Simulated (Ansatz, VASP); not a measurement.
# SrO in VASP and in Ansatz

```
CELL_PARAMETERS angstrom
3.41780 0.00000 0.00000
-1.70890 2.95990 0.00000
0.00000 0.00000 6.35328
ATOMIC_POSITIONS crystal
Sr 0.33333 0.66667 0.25000
Sr 0.66667 0.33333 0.75000
O 0.00000 0.00000 0.00000
O 0.00000 0.00000 0.50000
```

Alike in both runs: task single point; functional LDA; k mesh 9 × 9 × 6; occupations gaussian, width 0.02 eV; no spin polarisation.

|  | VASP | Ansatz |
| --- | --- | --- |
| version | VASP 6.6.1 | Ansatz 0.2.0 |
| potentials or method | VASP PAW LDA potentials, release 64 (Sr_sv, O), cutoff 520 eV | scalar-relativistic, plane waves, PAW |
| valence electrons in the cell | 32 | 32 |

VASP gave:

| Property | Result |
| --- | --- |
| gap on the k mesh at the Fermi level (eV) | 3.07 |
| least direct gap on the mesh (eV) | 3.33 |
| pressure (GPa) | -0.8 |
| traceless stress, the component that is largest in VASP (GPa) | -8.13 |

Task: Estimate Ansatz's values.

Result: gap on the k mesh at the Fermi level (eV): 3.12; least direct gap on the mesh (eV): 3.32; pressure (GPa): -1.6; traceless stress, the component that is largest in VASP (GPa): -8.16.

LDA's correlation is that of Perdew and Zunger in VASP and of Perdew and Wang (1992) in Ansatz.
